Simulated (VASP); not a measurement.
# Pt (P6_3/mmc) in VASP: a series of runs, part 2 of 2

VASP 6.6.1. Earlier steps stand in the parts before.

**3. Single point, PBE (volume scaled by 0.92)**

Contents of INCAR:

```
ALGO     = Normal         # electronic algorithm
EDIFF    = 1E-7           # SCF threshold, eV
ENCUT    = 520            # plane-wave cutoff, eV
GGA      = PE             # functional
ISIF     = 2              # what is computed and relaxed
ISMEAR   = -1             # smearing method
LASPH    = T              # aspherical terms in the spheres
LCHARG   = T              # write CHGCAR
LELF     = T              # ELF
LREAL    = F              # projectors in reciprocal space
LVHAR    = T            
LWAVE    = F              # write WAVECAR
NBANDS   = 28             # bands
NELM     = 100            # most SCF steps
PREC     = Accurate       # precision mode
SIGMA    = 0.1            # smearing width, eV
```

Contents of KPOINTS:

```
k-points
0
Gamma
  15 15 4
```

Contents of POSCAR:

```
Pt
1.0
    2.7142607468      0.0000000000      0.0000000000
   -1.3571303734      2.3506187593      0.0000000000
    0.0000000000      0.0000000000      9.0629444164
Pt
4
Direct
    0.0000000000      1.0000000000      1.0000000000
    0.0000000000      1.0000000000      0.5000000000
    0.3333333333      0.6666666667      0.2500000000
    0.6666666667      0.3333333333      0.7500000000
```

Potentials or basis: VASP PAW PBE potentials, release 64 (Pt).

The run is started by

```
cat potpaw_PBE.64/Pt/POTCAR > POTCAR
mpirun -np 1 vasp_std > vasp.out
```

It took 64 s on 1 thread of Intel Xeon 6975P-C (Granite Rapids), shared host; peak memory 0.23 GiB.

Results (log left out):

* Free energy: -24.0411 eV
* Pressure: 24.9 GPa
* Band gap on the k mesh: zero (band 20 reaches 12.53 eV, above the bottom of band 21 at 11.07 eV)

Stress tensor (GPa, compression positive):
```
25.12  0.00  0.00
 0.00 25.12  0.00
 0.00  0.00 24.48
```

Levels at points of the mesh, in eV from the Fermi level:
```csv
k point,band 18,band 19,band 20,band 21,band 22,band 23
"(0.00, 0.00, 0.00)",-1.48,-1.48,-0.99,-0.99,-0.86,-0.14
"(0.00, 0.00, 0.50)",-1.83,-1.83,-1.83,-0.51,-0.51,-0.51
```

Caveat: spin-orbit coupling is left out, which moves the levels of the heavy elements.

**4. Single point, PBE (volume scaled by 0.96)**

Contents of INCAR:

```
SYSTEM = Pt
PREC = Accurate
ENCUT = 520
EDIFF = 1E-6
ISMEAR = -1
SIGMA = 0.1
LREAL = .FALSE.
LASPH = .TRUE.
NELM = 60
ALGO = Normal
ISIF = 2
LWAVE = .FALSE.
LCHARG = .FALSE.
GGA = PE
NBANDS = 28
```

Contents of KPOINTS:

```
regular mesh
0
G
  15 15 4
  0 0 0
```

Contents of POSCAR:

```
Pt
1.0
    2.7530411398      0.0000000000      0.0000000000
   -1.3765205699      2.3842035647      0.0000000000
    0.0000000000      0.0000000000      9.1924325455
Pt
4
Direct
    0.0000000000      1.0000000000      1.0000000000
    0.0000000000      1.0000000000      0.5000000000
    0.3333333333      0.6666666667      0.2500000000
    0.6666666667      0.3333333333      0.7500000000
```

Potentials or basis: VASP PAW PBE potentials, release 64 (Pt).

The run is started by

```
cat potpaw_PBE.64/Pt/POTCAR > POTCAR
mpirun -np 1 vasp_std > vasp.out
```

OUTCAR:

```text
SYSTEM = Pt
   PREC = Accurate
   ENCUT = 520
   EDIFF = 1E-6
   ISMEAR = -1
   LREAL = .FALSE.
   LASPH = .TRUE.
   NELM = 60
   ISIF = 2
   GGA = PE

 ion  position               nearest neighbor table
   1  0.000  0.000  0.000-   3 2.79   4 2.79   3 2.79   4 2.79   4 2.79   3 2.79
   2  0.000  0.000  0.500-   3 2.79   4 2.79   3 2.79   4 2.79   4 2.79   3 2.79
   3  0.333  0.667  0.250-   1 2.79   2 2.79   1 2.79   2 2.79   1 2.79   2 2.79
   4  0.667  0.333  0.750-   1 2.79   2 2.79   1 2.79   2 2.79   1 2.79   2 2.79

  LATTYP: Found a hexagonal cell.
 ALAT       =     2.7530411398
 C/A-ratio  =     3.3390102358
[... 943 lines left out ...]
  --------------------------------------------------------------------------------------
  -------------------------------------------------------------------------------------
  Total        3.9983434      3.9983434      3.9488971      0.0000000      0.0000000      0.0000000
  in kB      106.1705791    106.1705791    104.8575994      0.0000000      0.0000000      0.0000000
  external PRESSURE =     105.7329192 kB  Pullay stress =       0.0000000 kB

 VOLUME and BASIS-vectors are now :
 -----------------------------------------------------------------------------
  energy-cutoff  :      520.00
  volume of cell :       60.34
      direct lattice vectors                 reciprocal lattice vectors
     2.753041140  0.000000000  0.000000000     0.363234674  0.209713637  0.000000000
    -1.376520570  2.384203565  0.000000000     0.000000000  0.419427273  0.000000000
     0.000000000  0.000000000  9.192432546     0.000000000  0.000000000  0.108785133

 POSITION                                       TOTAL-FORCE (eV/Angst)
 -----------------------------------------------------------------------------------
      0.00000      0.00000      0.00000        -0.000000      0.000000      0.000000
      0.00000      0.00000      4.59622        -0.000000      0.000000      0.000000
     -0.00000      1.58947      2.29811        -0.000000      0.000000     -0.000000
      1.37652      0.79473      6.89432         0.000000      0.000000      0.000000
 -----------------------------------------------------------------------------------
    total drift:                                0.000000     -0.000000      0.000000

  FREE ENERGIE OF THE ION-ELECTRON SYSTEM (eV)
  ---------------------------------------------------
  free  energy   TOTEN  =       -24.3168537686 eV

  energy  without entropy=      -24.0971232646  energy(sigma->0) =      -24.20698852
```

OSZICAR:

```text
N       E                     dE             d eps       ncg     rms          rms(c)
DAV:   1     0.250006379662E+03    0.25001E+03   -0.20558E+04  4560   0.138E+03
DAV:   2    -0.180426402637E+02   -0.26805E+03   -0.25575E+03  5008   0.309E+02
DAV:   3    -0.257355477624E+02   -0.76929E+01   -0.75256E+01  5192   0.506E+01
DAV:   4    -0.258029632039E+02   -0.67415E-01   -0.67299E-01  4980   0.481E+00
DAV:   5    -0.258036132624E+02   -0.65006E-03   -0.65003E-03  4976   0.517E-01    0.261E+01
DAV:   6    -0.244852087691E+02    0.13184E+01   -0.24450E+00  4892   0.109E+01    0.139E+01
DAV:   7    -0.243614038497E+02    0.12380E+00   -0.82141E-01  5008   0.601E+00    0.399E+00
DAV:   8    -0.244361236074E+02   -0.74720E-01   -0.13318E+00  4768   0.722E+00    0.414E+00
DAV:   9    -0.243173944591E+02    0.11873E+00   -0.47583E-01  4736   0.477E+00    0.980E-01
DAV:  10    -0.243168759265E+02    0.51853E-03   -0.87774E-03  4932   0.594E-01    0.181E-01
DAV:  11    -0.243168385231E+02    0.37403E-04   -0.18659E-04  4908   0.951E-02    0.546E-02
DAV:  12    -0.243168546834E+02   -0.16160E-04   -0.14141E-05  5000   0.249E-02    0.926E-03
DAV:  13    -0.243168537686E+02    0.91481E-06   -0.32604E-06  3640   0.128E-02
   1 F= -.24316854E+02 E0= -.24206989E+02  d E =-.219731E+00
```

stdout:

```text
POSCAR found type information on POSCAR Pt
 POSCAR found :  1 types and       4 ions
 scaLAPACK will be used
 LDA part: xc-table for (Slater+PW92), standard interpolation
 POSCAR, INCAR and KPOINTS ok, starting setup
 FFT: planning ... GRIDC
 FFT: planning ... GRID_SOFT
 FFT: planning ... GRID
 WAVECAR not read
 entering main loop
```

Run time: 56 s. Hardware: 1 thread of Intel Xeon 6975P-C (Granite Rapids), shared host; peak memory 0.23 GiB.

What came out:

- Free energy: -24.3169 eV
- Pressure: 10.6 GPa
- Band gap on the k mesh: zero (band 20 reaches 11.65 eV, above the bottom of band 21 at 10.30 eV)

Levels at points of the mesh, in eV from the Fermi level:
| k point | band 17 | band 18 | band 19 | band 20 | band 21 | band 22 | band 23 | band 24 |
| --- | --- | --- | --- | --- | --- | --- | --- | --- |
| (0.00, 0.00, 0.00) | -1.99 | -1.38 | -1.38 | -0.92 | -0.92 | -0.67 | -0.13 | -0.13 |
| (0.00, 0.00, 0.50) | -1.71 | -1.71 | -1.71 | -1.71 | -0.47 | -0.47 | -0.47 | -0.47 |

Caveat: spin-orbit coupling is left out, which moves the levels of the heavy elements.

**5. Overview**

```csv
cell,gap on the mesh (eV),pressure (GPa)
"a = 2.674, b = 2.674, c = 8.930 Å, angles 90.0, 90.0, 120.0°, 4 atoms",none,43.4
"a = 2.714, b = 2.714, c = 9.063 Å, angles 90.0, 90.0, 120.0°, 4 atoms",none,24.9
"a = 2.753, b = 2.753, c = 9.192 Å, angles 90.0, 90.0, 120.0°, 4 atoms",none,10.6
```

Alike in all rows: task single point; level PBE; potentials or basis VASP PAW PBE potentials, release 64 (Pt); no spin polarisation; k mesh 15 × 15 × 4; cutoff (eV) 520; smearing fermi-dirac 0.1 eV.

Caveats: spin-orbit coupling is left out, which moves the levels of the heavy elements.

Absolute energies hang on the potentials; compare differences alone.
